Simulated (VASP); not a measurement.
Set up this calculation in VASP 6.6.1, as the native input.

```
Task                   : relaxation of cell and atoms
Functional             : PBE
Potentials or basis    : VASP PAW PBE potentials, release 64 (Si, O)
Cutoff                 : 600 eV
k mesh                 : 6 × 6 × 6
Occupations            : gaussian, width 0.1 eV
Spin                   : no spin polarisation
Dipole correction      : no
Further INCAR settings : ALGO = Normal; EDIFF = 1e-06; IBRION = 2; EDIFFG = -0.04; NSW = 90; ISIF = 3
```

The structure of SiO2 lies in POSCAR:

```
SiO2
1.0
    1.3411522600      0.7743146200      4.3801849500
   -1.3411522600      0.7743146200      4.3801849500
    0.0000000000     -1.5486292400      4.3801849500
Si O
1 2
Direct
    0.0000000000      0.0000000000      0.0000000000
    0.2500000000      0.2500000000      0.2500000000
    0.7500000000      0.7500000000      0.7500000000
```

One way to write it, as run:

INCAR

```
SYSTEM = SiO2
PREC = Accurate
ENCUT = 600
EDIFF = 1E-6
ISMEAR = 0
SIGMA = 0.1
LREAL = .FALSE.
LASPH = .TRUE.
NELM = 60
ALGO = Normal
ISIF = 3
LWAVE = .FALSE.
LCHARG = .FALSE.
GGA = PE
IBRION = 2
NSW = 90
EDIFFG = -0.04
```

KPOINTS

```
regular mesh
0
G
  6 6 6
  0 0 0
```

Potentials or basis: VASP PAW PBE potentials, release 64 (Si, O).

Command:

```sh
$ cat potpaw_PBE.64/Si/POTCAR potpaw_PBE.64/O/POTCAR > POTCAR
$ mpirun -np 1 vasp_std > vasp.out
```

Results of the run:

```json
{
  "Relaxed volume": "10.61 Å³/atom",
  "Relaxed cell": "a = 5.270 Å, b = 5.270 Å, c = 5.270 Å, α = 29.71°, β = 29.71°, γ = 29.71°",
  "Space group after relaxing (to 0.05 Å)": "R-3m (No. 166)",
  "Energy gained by relaxing": "310.8 meV/atom",
  "Ionic steps": "18",
  "Pressure after relaxing": "-0.1 GPa",
  "Largest force after relaxing": "0.006 eV/Å",
  "Band gap on the k mesh": "6.12 eV, indirect (least direct gap 6.47 eV)"
}
```

Caveat: the k points lie up to 0.45 Å⁻¹ apart in the final cell; the volume moved by over 15 % at a fixed basis, so the end points are rough.

Run time: 12 min on 1 thread of AMD EPYC 7R13, on a shared host, peak memory 0.22 GiB.
